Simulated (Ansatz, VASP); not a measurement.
## Two plane-wave programs on B3F2

```
B F
1.0
     3.18771    0.00000    0.00000
    -1.59386    2.76064    0.00000
     0.00000    0.00000    9.53224
B F
6 4
Cartesian
  0.0000 0.0000 2.3831
  0.0000 0.0000 7.1492
  0.0000 1.8404 8.8650
  1.5939 0.9202 4.0989
  0.0000 1.8404 5.4334
  1.5939 0.9202 0.6673
  0.0000 1.8404 1.3631
  1.5939 0.9202 6.1292
  0.0000 1.8404 3.4030
  1.5939 0.9202 8.1691
```

Change from the starting cell: species swapped into the Sn3Pt2 type (P6_3/mmc, No. 194).

Alike in both runs: task relaxation of cell and atoms; functional PBE; k mesh 6 × 6 × 2; occupations gaussian, width 0.1 eV; no spin polarisation.

|  | VASP | Ansatz |
| --- | --- | --- |
| version | VASP 6.6.1 | Ansatz 0.2.0 |
| potentials or method | VASP PAW PBE potentials, release 64 (B, F), cutoff 600 eV | scalar-relativistic, plane waves, PAW |
| valence electrons in the cell | 46 | 46 |

VASP gave:

* gap on the k mesh at the Fermi level, each at its own relaxed structure (eV): none
* relaxed volume (Å³/atom): 9.16
* relaxed length of the cell vector where the two differ most in proportion (Å): 14.365

Which values does Ansatz return?

gap on the k mesh at the Fermi level, each at its own relaxed structure (eV): none; relaxed volume (Å³/atom): 10.86; relaxed length of the cell vector where the two differ most in proportion (Å): 17.816.

A gap of «none» marks a metal or a gap that the smearing closes. One of these differences is far larger than is usual between the two programs; its cause wasn't traced.

The k mesh is coarse, so the values compare programs but aren't converged.
